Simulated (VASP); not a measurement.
# NbFe2N3 (P6/mmm) in VASP: single point with PBE

Aim: the single point of NbFe2N3 with PBE.

Program: VASP 6.6.1. These are calculated values, not measurements. Logs are shortened: lines on timing, memory, paths and dates and some standing lists are left out, and cuts for length are marked.

### 1 The cell of the first run

Symmetry: P6/mmm, No. 191, hexagonal system. The conventional cell has a = 5.808 Å, b = 5.808 Å, c = 2.613 Å, α = 90.00°, β = 90.00°, γ = 120.00°. Within 3.4 Å of Nb (site symmetry 6/mmm) lie 2 Nb at 2.61 Å and 12 N at 3.18 Å. Within 2.2 Å of Fe (site symmetry -6m2) lie 3 N at 1.68 Å. N (site symmetry mmm) has 2 Fe at 1.68 Å within 2.2 Å.

The cell was built from a structure type or drawn by symmetry, and may not be a known phase.

### 2 Single point, PBE, collinear spin, ferromagnetic start

The input, INCAR:

```
PREC     = Accurate       # precision mode
ENCUT    = 520            # plane-wave cutoff, eV
EDIFF    = 1E-6           # SCF threshold, eV
ISMEAR   = 0              # smearing method
SIGMA    = 0.1            # smearing width, eV
LREAL    = False          # projectors in reciprocal space
LASPH    = True           # aspherical terms in the spheres
NELM     = 150            # most SCF steps
ALGO     = Normal         # electronic algorithm
ISIF     = 2              # what is computed and relaxed
LWAVE    = False          # write WAVECAR
LCHARG   = True           # write CHGCAR
ISPIN    = 2              # spin polarisation
MAGMOM   = 0 4 4 0 0 0    # initial moments
LORBIT   = 11             # projections on sites
LMAXMIX  = 4              # l up to which the mixer works
GGA      = PE             # functional
LELF     = True           # ELF
LVHAR    = True         
NBANDS   = 35             # bands
```

The input, KPOINTS:

```
Automatic mesh
0
Gamma
  6 6 6
```

The input, POSCAR:

```
NbFe2N3
1.0
    5.8077702812     -0.0000000034      0.0000000000
   -2.9038851376      5.0296766046      0.0000000000
    0.0000000000      0.0000000000      2.6130503703
Nb Fe N
1 2 3
Direct
    0.0000000000      0.0000000000      0.5000000000
    0.3333333333      0.6666666667      0.0000000000
    0.6666666667      0.3333333333      0.0000000000
    0.5000000000      0.0000000000      0.0000000000
    0.0000000000      0.5000000000      0.0000000000
    0.5000000000      0.5000000000      0.0000000000
```

Potentials or basis: VASP PAW PBE potentials, release 64 (Nb_sv, Fe, N).

The run is started by

```
$ cat potpaw_PBE.64/Nb_sv/POTCAR potpaw_PBE.64/Fe/POTCAR potpaw_PBE.64/N/POTCAR > POTCAR
$ mpirun -np 1 vasp_std > vasp.out
```

OUTCAR:

```text
PREC = Accurate
   ENCUT = 520
   EDIFF = 1E-6
   ISMEAR = 0
   LREAL = False
   LASPH = True
   NELM = 150
   ISIF = 2
   ISPIN = 2
   LORBIT = 11
   GGA = PE

 ion  position               nearest neighbor table
   1  0.000  0.000  0.500-
   2  0.333  0.667  0.000-   5 1.68   4 1.68   6 1.68
   3  0.667  0.333  0.000-   5 1.68   4 1.68   6 1.68
   4  0.500  0.000  0.000-   2 1.68   3 1.68
   5  0.000  0.500  0.000-   2 1.68   3 1.68
   6  0.500  0.500  0.000-   2 1.68   3 1.68

  LATTYP: Found a hexagonal cell.
 ALAT       =     5.8077702812
 C/A-ratio  =     0.4499231622

  Lattice vectors:

 A1 = (   5.8077702812,  -0.0000000034,   0.0000000000)
 A2 = (  -2.9038851376,   5.0296766046,   0.0000000000)
 A3 = (   0.0000000000,   0.0000000000,   2.6130503703)

Analysis of symmetry for initial positions (statically):
=====================================================================
 Subroutine PRICEL returns:
 Original cell was already a primitive cell.

 Routine SETGRP: Setting up the symmetry group for a
 hexagonal supercell.

 Subroutine GETGRP returns: Found 24 space group operations
 (whereof 24 operations were pure point group operations)
 out of a pool of 24 trial point group operations.

The static configuration has the point symmetry D_6h.

Analysis of symmetry for dynamics (positions and initial velocities):
=====================================================================
 Subroutine PRICEL returns:
 Original cell was already a primitive cell.

 Routine SETGRP: Setting up the symmetry group for a
 hexagonal supercell.

 Subroutine GETGRP returns: Found 24 space group operations
 (whereof 24 operations were pure point group operations)
 out of a pool of 24 trial point group operations.

The dynamic configuration has the point symmetry D_6h.

Analysis of structural, dynamic, and magnetic symmetry:
=====================================================================
 Subroutine PRICEL returns:
 Original cell was already a primitive cell.

 Routine SETGRP: Setting up the symmetry group for a
 hexagonal supercell.

 Subroutine GETGRP returns: Found 24 space group operations
 (whereof 24 operations were pure point group operations)
 out of a pool of 24 trial point group operations.

The overall configuration has the point symmetry D_6h.

 Subroutine INISYM returns: Found 24 space group operations
 (whereof 24 operations are pure point group operations),
 and found     1 'primitive' translations

[... 136 lines left out ...]
  volume of cell :       76.33
 maximum number of plane-waves:      2086
 NGX is ok and might be reduce to    48
   NGX = 21   NGY = 21   NGZ =  9

 number of electron      44.0000004 magnetization       0.0000944

 Free energy of the ion-electron system (eV)
  ---------------------------------------------------
  ext. energy  EPLUGINS =         0.00000000
  ---------------------------------------------------
  free energy    TOTEN  =       -46.13444473 eV

  energy without entropy =      -46.11248826  energy(sigma->0) =      -46.12346650

 E-fermi :   6.0729     XC(G=0): -11.2953

 val. band max:        6.0348969849   @ k =   0.3333   0.0000   0.1667
 cond. band min:       6.0751678890   @ k =   0.3333   0.0000   0.0000
 fundamental gap:      0.0402709041
 Fermi energy:         6.0729395183

 spin component 1

 k-point     1 :       0.0000    0.0000    0.0000
  band No.  band energies     occupation
      1     -49.9515      1.00000
      2     -26.1926      1.00000
      3     -26.1926      1.00000
      4     -24.5608      1.00000
      5     -10.3122      1.00000
      6      -9.0812      1.00000
[... 877 lines left out ...]
     33      11.8097      0.00000
     34      13.2265      0.00000

 [... further k-points ...]

 spin component 2

 k-point     1 :       0.0000    0.0000    0.0000
  band No.  band energies     occupation
      1     -49.9525      1.00000
      2     -26.1941      1.00000
      3     -26.1941      1.00000
      4     -24.5612      1.00000
      5     -10.3121      1.00000
      6      -9.0811      1.00000
[... 877 lines left out ...]
     33      11.8093      0.00000
     34      13.2255      0.00000

 [... further k-points ...]

 [bands above 34 left out]

------------------------ aborting loop because EDIFF is reached ----------------------------------------

  FORCE on cell =-STRESS in cart. coord.  units (eV):
  Direction    XX          YY          ZZ          XY          YZ          ZX
  --------------------------------------------------------------------------------------
  -------------------------------------------------------------------------------------
  Total        1.1383676      1.1383676     -0.2134527      0.0000000      0.0000000      0.0000000
  in kB       23.8943833     23.8943833     -4.4803821      0.0000000      0.0000000      0.0000000
  external PRESSURE =      14.4361282 kB  Pullay stress =       0.0000000 kB

 VOLUME and BASIS-vectors are now :
 -----------------------------------------------------------------------------
  energy-cutoff  :      520.00
  volume of cell :       76.33
      direct lattice vectors                 reciprocal lattice vectors
     5.807770281 -0.000000003  0.000000000     0.172183119  0.099409970  0.000000000
    -2.903885138  5.029676605  0.000000000     0.000000000  0.198819940  0.000000000
     0.000000000  0.000000000  2.613050370     0.000000000  0.000000000  0.382694498

 POSITION                                       TOTAL-FORCE (eV/Angst)
 -----------------------------------------------------------------------------------
      0.00000      0.00000      1.30653        -0.000000      0.000000      0.000000
      0.00000      3.35312      0.00000        -0.000000      0.000000      0.000000
      2.90389      1.67656      0.00000         0.000000     -0.000000     -0.000000
      2.90389     -0.00000      0.00000        -0.000000      0.000000      0.000000
     -1.45194      2.51484      0.00000        -0.000000      0.000000      0.000000
      1.45194      2.51484      0.00000        -0.000000      0.000000      0.000000
 -----------------------------------------------------------------------------------
    total drift:                               -0.000000      0.000000      0.000000

  FREE ENERGIE OF THE ION-ELECTRON SYSTEM (eV)
  ---------------------------------------------------
  free  energy   TOTEN  =       -46.1344447306 eV

  energy  without entropy=      -46.1124882604  energy(sigma->0) =      -46.12346650

 total charge

# of ion       s       p       d       tot
------------------------------------------
    1        2.106   5.908   2.581  10.595
    2        0.618   0.932   6.609   8.159
    3        0.618   0.932   6.609   8.159
    4        1.313   2.347   0.000   3.660
    5        1.313   2.347   0.000   3.660
    6        1.313   2.347   0.000   3.660
--------------------------------------------------
tot          7.282  14.811  15.800  37.893

 magnetization (x)

# of ion       s       p       d       tot
------------------------------------------
    1       -0.000  -0.000  -0.001  -0.001
    2        0.000   0.000   0.001   0.001
    3        0.000   0.000   0.001   0.001
    4        0.000   0.000   0.000   0.000
    5        0.000   0.000   0.000   0.000
    6        0.000   0.000   0.000   0.000
--------------------------------------------------
tot         -0.000   0.000   0.000   0.000
```

stdout:

```text
POSCAR found type information on POSCAR NbFeN
 POSCAR found :  3 types and       6 ions
 scaLAPACK will be used
 LDA part: xc-table for (Slater+PW92), standard interpolation
 POSCAR, INCAR and KPOINTS ok, starting setup
 FFT: planning ... GRIDC
 FFT: planning ... GRID_SOFT
 FFT: planning ... GRID
 WAVECAR not read
 entering main loop
```

Run time: 3.1 min. Hardware: 1 thread of Intel Xeon Platinum 8259CL at 2.50GHz (Skylake/Cascade Lake), shared host; peak memory 0.31 GiB.

What came out:

```
Free energy                                           : -46.1344 eV
Pressure                                              : 1.4 GPa
Band gap on the k mesh                                : zero (filled and empty bands overlap)
Net moment                                            : 0.00 μB per cell
Valence electrons inside the program's atomic spheres : Nb 10.60; Fe 8.16; N 3.66
```

Caveat: the k points lie up to 0.40 Å⁻¹ apart, too coarse for converged energies and pressures of a metal. With open d or f shells a metallic result of PBE can be an artefact of self-interaction; +U or a hybrid may open a gap.
